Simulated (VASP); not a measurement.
# I (R-3m) in VASP: a series of runs

Runs on I. Level: PBE. Tasks: single point.

All numbers are computed with VASP 6.6.1; they aren't measurements. Logs are shortened: lines on timing, memory, paths and dates and some standing lists are left out, and cuts for length are marked.

**1. The cell of the first run**

The typed cell holds 2 atoms: a = 4.316 Å, b = 4.316 Å, c = 4.316 Å, α = 59.92°, β = 59.92°, γ = 59.92°.

**2. Single point, PBE (volume scaled by 0.68)**

INCAR reads:

```
ALGO = Normal
EDIFF = 1E-6
ENCUT = 520
GGA = PE
ISIF = 2
ISMEAR = -1
LASPH = True
LCHARG = False
LREAL = False
LWAVE = False
NBANDS = 14
NELM = 60
PREC = Accurate
SIGMA = 0.1
```

KPOINTS reads:

```
k-points
0
Gamma
  11 11 11
```

POSCAR reads:

```
I
1.0
    2.1555104350     -1.2444845299      3.5266095477
    0.0000000000      2.4889690598      3.5266095477
   -2.1555104350     -1.2444845299      3.5266095477
I
2
Direct
    0.2500000000      0.2500000000      0.2500000000
   -0.2500000000     -0.2500000000     -0.2500000000
```

Potentials or basis: VASP PAW PBE potentials, release 64 (I).

Command:

```
$ cat potpaw_PBE.64/I/POTCAR > POTCAR
$ mpirun -np 1 vasp_std > vasp.out
```

OUTCAR:

```text
EDIFF = 1E-6
   ENCUT = 520
   GGA = PE
   ISIF = 2
   ISMEAR = -1
   LASPH = True
   LREAL = False
   NELM = 60
   PREC = Accurate

 ion  position               nearest neighbor table
   1  0.250  0.250  0.250-   2 3.05   2 3.05   2 3.05   2 3.05   2 3.05   2 3.05
   2  0.750  0.750  0.750-   1 3.05   1 3.05   1 3.05   1 3.05   1 3.05   1 3.05

  LATTYP: Found a trigonal (rhomboedric) cell.
 ALAT       =     4.3164733154
 COS(alpha) =     0.5012623735

  Lattice vectors:

 A1 = (   2.1555104350,  -1.2444845299,   3.5266095477)
 A2 = (   0.0000000000,   2.4889690598,   3.5266095477)
 A3 = (  -2.1555104350,  -1.2444845299,   3.5266095477)

Analysis of symmetry for initial positions (statically):
=====================================================================
 Subroutine PRICEL returns following result:

  LATTYP: Found a trigonal (rhomboedric) cell.
 ALAT       =     3.0502804307
 COS(alpha) =     0.0012639691

  Lattice vectors:

 A1 = (   2.1555104350,   1.2444845299,   1.7633047739)
 A2 = (  -2.1555104350,   1.2444845299,   1.7633047738)
 A3 = (   0.0000000000,  -2.4889690598,   1.7633047739)

   2 primitive cells build up your supercell.

 Routine SETGRP: Setting up the symmetry group for a
 trigonal (rhombohedral) supercell.

 Subroutine GETGRP returns: Found 12 space group operations
 (whereof 12 operations were pure point group operations)
 out of a pool of 12 trial point group operations.

The static configuration has the point symmetry D_3d.

Analysis of symmetry for dynamics (positions and initial velocities):
=====================================================================
 Subroutine PRICEL returns following result:

  LATTYP: Found a trigonal (rhomboedric) cell.
 ALAT       =     3.0502804307
 COS(alpha) =     0.0012639691

  Lattice vectors:

 A1 = (   2.1555104350,   1.2444845299,   1.7633047739)
 A2 = (  -2.1555104350,   1.2444845299,   1.7633047738)
 A3 = (   0.0000000000,  -2.4889690598,   1.7633047739)

   2 primitive cells build up your supercell.

 Routine SETGRP: Setting up the symmetry group for a
 trigonal (rhombohedral) supercell.

 Subroutine GETGRP returns: Found 12 space group operations
 (whereof 12 operations were pure point group operations)
 out of a pool of 12 trial point group operations.

The dynamic configuration has the point symmetry D_3d.

 Subroutine INISYM returns: Found 12 space group operations
 (whereof 12 operations are pure point group operations),
 and found     2 'primitive' translations

----------------------------------------------------------------------------------------

                                     Primitive cell

  volume of cell :      28.3804

  direct lattice vectors                    reciprocal lattice vectors
     2.155510435  1.244484530  1.763304774     0.231963618  0.133924258  0.189038979
    -2.155510435  1.244484530  1.763304774    -0.231963618  0.133924258  0.189038979
     0.000000000 -2.488969060  1.763304774    -0.000000000 -0.267848515  0.189038979

  length of vectors
     3.050280431  3.050280431  3.050280431     0.327839233  0.327839233  0.327839233

  position of ions in fractional coordinates (direct lattice)
     0.500000000  0.500000000  0.500000000

  ion indices of the primitive-cell ions
   primitive index   ion index
                 1           1

----------------------------------------------------------------------------------------

 KPOINTS: k-points

Automatic generation of k-mesh.
 Grid dimensions read from file:
 generate k-points for:   11   11   11

 Generating k-lattice:

  Cartesian coordinates                     Fractional coordinates (reciprocal lattice)
     0.021087602 -0.012174933  0.008592681     0.090909091 -0.000000000 -0.000000000
     0.000000000  0.024349865  0.008592681    -0.000000000  0.090909091 -0.000000000
    -0.021087602 -0.012174933  0.008592681    -0.000000000 -0.000000000  0.090909091

  Length of vectors
     0.025821504  0.025821504  0.025821504

  Shift w.r.t. Gamma in fractional coordinates (k-lattice)
     0.000000000  0.000000000  0.000000000

 Subroutine IBZKPT returns following result:
 ===========================================

 Found    146 irreducible k-points:

 Following reciprocal coordinates:
            Coordinates               Weight
  0.000000  0.000000  0.000000      1.000000
  0.090909  0.000000 -0.000000      6.000000
  0.181818  0.000000 -0.000000      6.000000
  0.272727  0.000000 -0.000000      6.000000
  0.363636  0.000000 -0.000000      6.000000
  0.454545  0.000000 -0.000000      6.000000
[... 16 lines left out ...]
 -0.272727  0.181818  0.000000     12.000000
 -0.181818  0.181818  0.000000      6.000000
 [... further k-points ...]
   k-points           NKPTS =    146   k-points in BZ     NKDIM =    146   number of bands    NBANDS=     14
   number of dos      NEDOS =    301   number of ions     NIONS =      2
   total plane-waves  NPLWV =  32768
   dimension x,y,z NGX =    32 NGY =   32 NGZ =   32
   dimension x,y,z NGXF=    64 NGYF=   64 NGZF=   64
   ions per type =               2
   NGX,Y,Z   is equivalent  to a cutoff of  12.32, 12.32, 12.32 a.u.
   NGXF,Y,Z  is equivalent  to a cutoff of  24.65, 24.65, 24.65 a.u.
 SYSTEM =  unknown system
   PREC   = accura    normal or accurate (medium, high low for compatibility)
   ISTART =      0    job   : 0-new  1-cont  2-samecut
   ICHARG =      2    charge: 1-file 2-atom 10-const
   ISPIN  =      1    spin polarized calculation?
   LNONCOLLINEAR =      F non collinear calculations
   LSORBIT =      F    spin-orbit coupling
   LASPH  =      T    aspherical Exc in radial PAW
   ENCUT  =  520.0 eV  38.22 Ry    6.18 a.u.   8.03  8.03  8.03*2*pi/ulx,y,z
   NELM   =     60;   NELMIN=  2; NELMDL= -5     # of ELM steps
   EDIFF  = 0.1E-05   stopping-criterion for ELM
   LREAL  =      F    real-space projection
   EDIFFG = 0.1E-04   stopping-criterion for IOM
   NSW    =      0    number of steps for IOM
   IBRION =     -1    ionic relax: 0-MD 1-quasi-New 2-CG
   NFREE  =      0    steps in history (QN), initial steepest desc. (CG)
   ISIF   =      2    stress and relaxation
   ISYM   =      2    0-nonsym 1-usesym 2-fastsym
   POTIM  = 0.5000    time-step for ionic-motion
   TEBEG  =    0.0;   TEEND  =   0.0 temperature during run
   PSTRESS=    0.0 pullay stress
   NELECT =      14.0000    total number of electrons
   NUPDOWN=      -1.0000    fix difference up-down
   EMIN   =  10.00;   EMAX   =-10.00  energy-range for DOS
   EFERMI =   0.00;   METHOD = LEGACY
   ISMEAR =    -1;   SIGMA  =   0.10  broadening in eV -4-tet -1-fermi 0-gaus
   EFERMI_NEDOS =   21; number of points for ismear=-14 and -15
   IALGO  =     38    algorithm
   IMIX   =      4    mixing-type and parameters
     AMIX     =   0.40;   BMIX     =  1.00
     AMIX_MAG =   1.60;   BMIX_MAG =  1.00
  volume/ion in A,a.u.               =      28.38       191.52
  Fermi-wavevector in a.u.,A,eV,Ry     =   1.026679  1.940142 14.341495  1.054070
  Thomas-Fermi vector in A             =   2.160585
   LORBIT       =      0    0 simple, 1 ext, 2 COOP (PROOUT), +10 PAW based schemes
   GGA     = PE    functional components
   LHFCALC =     F    Hartree Fock is set to
   AEXX    =    0.0000 exact exchange contribution
   IVDW    =     0    specifies the selected vdW correction
   LEPSILON=     F    determine dielectric tensor
   LRPA    =     F    only Hartree local field effects (RPA)
 non-spin polarized calculation
  energy-cutoff  :      520.00
  volume of cell :       56.76
 maximum number of plane-waves:      1550
   NGX = 17   NGY = 17   NGZ = 17

 number of electron      14.0000001 magnetization

 Free energy of the ion-electron system (eV)
  ---------------------------------------------------
  ext. energy  EPLUGINS =         0.00000000
  ---------------------------------------------------
  free energy    TOTEN  =        -1.11795968 eV

  energy without entropy =       -1.07132158  energy(sigma->0) =       -1.09464063

 E-fermi :   8.6166     XC(G=0):  -9.8866

 val. band max:        8.5844545674   @ k =  -0.4545   0.4545   0.2727
 cond. band min:       8.6292759938   @ k =  -0.3636  -0.4545   0.0909
 fundamental gap:      0.0448214264
 Fermi energy:         8.6165725950

 k-point     1 :       0.0000    0.0000    0.0000
  band No.  band energies     occupation
      1      -7.9426      2.00000
      2      -2.3353      2.00000
      3       3.7540      2.00000
      4       3.7723      2.00000
      5       3.7723      2.00000
      6       8.2287      1.95949
      7       8.2287      1.95949
      8       8.2378      1.95572
      9      12.2741      0.00000
     10      12.2971      0.00000
     11      12.2971      0.00000
     12      13.8808      0.00000
     13      13.8808      0.00000
     14      14.6528      0.00000

 k-point     2 :       0.0909    0.0000   -0.0000
  band No.  band energies     occupation
      1      -7.8643      2.00000
      2      -2.5265      2.00000
      3       3.7857      2.00000
      4       3.8018      2.00000
      5       3.8610      2.00000
      6       7.9525      1.99739
      7       7.9588      1.99722
      8       7.9888      1.99625
      9      12.2566      0.00000
     10      12.4360      0.00000
     11      12.4567      0.00000
     12      14.3083      0.00000
     13      14.3096      0.00000
     14      15.0502      0.00000

 k-point     3 :       0.1818    0.0000   -0.0000
  band No.  band energies     occupation
      1      -7.6314      2.00000
      2      -3.0410      2.00000
      3       3.8818      2.00000
      4       3.8964      2.00000
      5       4.0884      2.00000
      6       7.3076      2.00000
      7       7.3112      2.00000
      8       7.4142      1.99999
      9      12.3422      0.00000
     10      12.9064      0.00000
     11      12.9285      0.00000
     12      15.4033      0.00000
     13      15.4071      0.00000
     14      16.0426      0.00000

 k-point     4 :       0.2727    0.0000   -0.0000
  band No.  band energies     occupation
      1      -7.2494      2.00000
      2      -3.7545      2.00000
      3       4.0577      2.00000
      4       4.0703      2.00000
      5       4.3798      2.00000
      6       6.5583      2.00000
      7       6.5589      2.00000
      8       6.7390      2.00000
      9      12.7714      0.00000
     10      13.6699      0.00000
     11      13.6936      0.00000
     12      16.8864      0.00000
     13      16.8922      0.00000
     14      17.1124      0.00000

 k-point     5 :       0.3636    0.0000   -0.0000
  band No.  band energies     occupation
      1      -6.7290      2.00000
      2      -4.5517      2.00000
      3       4.3310      2.00000
      4       4.3413      2.00000
      5       4.7064      2.00000
      6       5.8427      2.00000
      7       5.8450      2.00000
      8       6.0973      2.00000
      9      13.5857      0.00000
     10      14.7014      0.00000
     11      14.7270      0.00000
[... 276 lines left out ...]
 k-point    22 :      -0.3636    0.1818    0.0000
  band No.  band energies     occupation
      1      -6.1136      2.00000
      2      -5.0952      2.00000
      3       2.2918      2.00000
      4       4.0610      2.00000
      5       4.2278      2.00000
      6       6.0169      2.00000
      7       6.3672      2.00000
      8       8.6731      0.72485
      9      13.7191      0.00000
     10      14.6081      0.00000
     11      14.7884      0.00000
     12      17.1323      0.00000
     13      18.1594      0.00000
     14      19.6997      0.00000

 k-point    23 :      -0.2727    0.1818    0.0000
  band No.  band energies     occupation
      1      -6.6810      2.00000
      2      -4.4368      2.00000
      3       2.3695      2.00000
      4       4.7013      2.00000
      5       4.8567      2.00000
      6       5.4201      2.00000
      7       5.7950      2.00000
      8       8.9891      0.04707
      9      12.8280      0.00000
     10      13.8519      0.00000
     11      15.5528      0.00000
     12      16.4876      0.00000
     13      16.6890      0.00000
     14      20.0170      0.00000

 k-point    24 :      -0.1818    0.1818    0.0000
  band No.  band energies     occupation
      1      -7.1340      2.00000
      2      -3.8367      2.00000
      3       2.6920      2.00000
      4       4.8604      2.00000
      5       5.2012      2.00000
      6       5.4835      2.00000
      7       5.6167      2.00000
      8       8.9291      0.08415
      9      12.3239      0.00000
     10      13.2229      0.00000
     11      14.9273      0.00000
     12      15.2735      0.00000
     13      17.5286      0.00000
     14      18.2841      0.00000

 [... further k-points ...]
[... 5 lines left out ...]
  --------------------------------------------------------------------------------------
  -------------------------------------------------------------------------------------
  Total        8.3502719      8.3502719      8.3787603      0.0000000      0.0000000     -0.0000000
  in kB      235.7018203    235.7018203    236.5059599      0.0000000      0.0000000     -0.0000000
  external PRESSURE =     235.9698669 kB  Pullay stress =       0.0000000 kB

 VOLUME and BASIS-vectors are now :
 -----------------------------------------------------------------------------
  energy-cutoff  :      520.00
  volume of cell :       56.76
      direct lattice vectors                 reciprocal lattice vectors
     2.155510435 -1.244484530  3.526609548     0.231963618 -0.133924258  0.094519489
     0.000000000  2.488969060  3.526609548     0.000000000  0.267848515  0.094519489
    -2.155510435 -1.244484530  3.526609548    -0.231963618 -0.133924258  0.094519489

 POSITION                                       TOTAL-FORCE (eV/Angst)
 -----------------------------------------------------------------------------------
      0.00000      0.00000      2.64496        -0.000000      0.000000      0.000000
      0.00000      0.00000      7.93487         0.000000     -0.000000     -0.000000
 -----------------------------------------------------------------------------------
    total drift:                                0.000000     -0.000000     -0.000000

  FREE ENERGIE OF THE ION-ELECTRON SYSTEM (eV)
  ---------------------------------------------------
  free  energy   TOTEN  =        -1.1179596808 eV

  energy  without entropy=       -1.0713215809  energy(sigma->0) =       -1.09464063
```

It took 62 s on 1 thread of Intel Xeon Platinum 8259CL at 2.50GHz (Skylake/Cascade Lake), shared host; peak memory 0.24 GiB.

What came out:

```yaml
Free_energy: -1.1180 eV
Pressure: 23.6 GPa
Band_gap_on_the_k_mesh: zero (band 7 reaches 9.94 eV, above the bottom of band 8 at 5.54 eV)
```

Levels at points of the mesh, in eV from the Fermi level:
| k point | band 5 | band 6 | band 7 | band 8 | band 9 | band 10 |
| --- | --- | --- | --- | --- | --- | --- |
| (0.00, 0.00, 0.00) | -4.84 | -0.39 | -0.39 | -0.38 | 3.66 | 3.68 |

Caveat: the cell differs from its parent crystal (volume scaled by 0.68); spin-orbit coupling is left out, which moves the levels of the heavy elements.

**3. Single point, PBE**

This run uses another cell than the first one, of 31.72 Å³/atom, 1.118 times its volume.

INCAR reads:

```
PREC = Accurate
ENCUT = 520
EDIFF = 1E-7
ISMEAR = -1
SIGMA = 0.1
LREAL = False
LASPH = True
NELM = 80
ALGO = Normal
ISIF = 2
LWAVE = False
LCHARG = False
GGA = PE
NBANDS = 14
```

KPOINTS reads:

```
Automatic mesh
0
Gamma
  11 11 11
```

POSCAR reads:

```
I
1.0
    2.2369263715     -1.2914900427      3.6598133654
    0.0000000000      2.5829800855      3.6598133653
   -2.2369263715     -1.2914900427      3.6598133654
I
2
Direct
    0.2500000000      0.2500000000      0.2500000000
   -0.2500000000     -0.2500000000     -0.2500000000
```

Potentials or basis: VASP PAW PBE potentials, release 64 (I).

Command:

```
$ cat potpaw_PBE.64/I/POTCAR > POTCAR
$ mpirun -np 1 vasp_std > vasp.out
```

Run time: 97 s. Hardware: 1 thread of Intel Xeon Platinum 8259CL at 2.50GHz (Skylake/Cascade Lake), shared host; peak memory 0.26 GiB.

The run converged. Its results:

```yaml
Free_energy: -1.8514 eV
Pressure: 12.6 GPa
Band_gap_on_the_k_mesh: zero (band 7 reaches 7.91 eV, above the bottom of band 8 at 4.09 eV)
```

Levels at points of the mesh, in eV from the Fermi level:
```
           k point  band 4  band 5  band 6  band 7  band 8  band 9  band 10  band 11
(0.00, 0.00, 0.00)   -4.18   -4.18   -0.29   -0.29   -0.29    4.30     4.32     4.32
```

Caveat: spin-orbit coupling is left out, which moves the levels of the heavy elements.

**4. Single point, PBE**

INCAR reads:

```
SYSTEM = I
PREC     = Accurate       ! precision mode
ENCUT    = 520            ! plane-wave cutoff, eV
EDIFF    = 1E-6           ! SCF threshold, eV
ISMEAR   = -1             ! smearing method
SIGMA    = 0.1            ! smearing width, eV
LREAL    = .False.        ! projectors in reciprocal space
LASPH    = .True.         ! aspherical terms in the spheres
NELM     = 80             ! most SCF steps
ALGO     = Normal         ! electronic algorithm
ISIF     = 2              ! what is computed and relaxed
LWAVE    = .False.        ! write WAVECAR
LCHARG   = .True.         ! write CHGCAR
GGA      = PE             ! functional
LELF     = .True.         ! ELF
LVHAR    = .True.       
NBANDS   = 14             ! bands
```

KPOINTS reads:

```
regular mesh
0
Gamma
  11 11 11
  0 0 0
```

POSCAR is that of step 3.

Command:

```
$ cat potpaw_PBE.64/I/POTCAR > POTCAR
$ mpirun -np 1 vasp_std > vasp.out
```

Wall time 81 s (1 thread of Intel Xeon Platinum 8259CL at 2.50GHz (Skylake/Cascade Lake), shared host); peak memory 0.26 GiB.

The run converged. Its results:

```yaml
Free_energy: -1.8514 eV
Pressure: 12.6 GPa
Band_gap_on_the_k_mesh: zero (band 7 reaches 7.91 eV, above the bottom of band 8 at 4.09 eV)
```

Levels at points of the mesh, in eV from the Fermi level:
| k point | band 4 | band 5 | band 6 | band 7 | band 8 | band 9 | band 10 | band 11 |
| --- | --- | --- | --- | --- | --- | --- | --- | --- |
| (0.00, 0.00, 0.00) | -4.18 | -4.18 | -0.29 | -0.29 | -0.29 | 4.30 | 4.32 | 4.32 |

Caveat: spin-orbit coupling is left out, which moves the levels of the heavy elements.
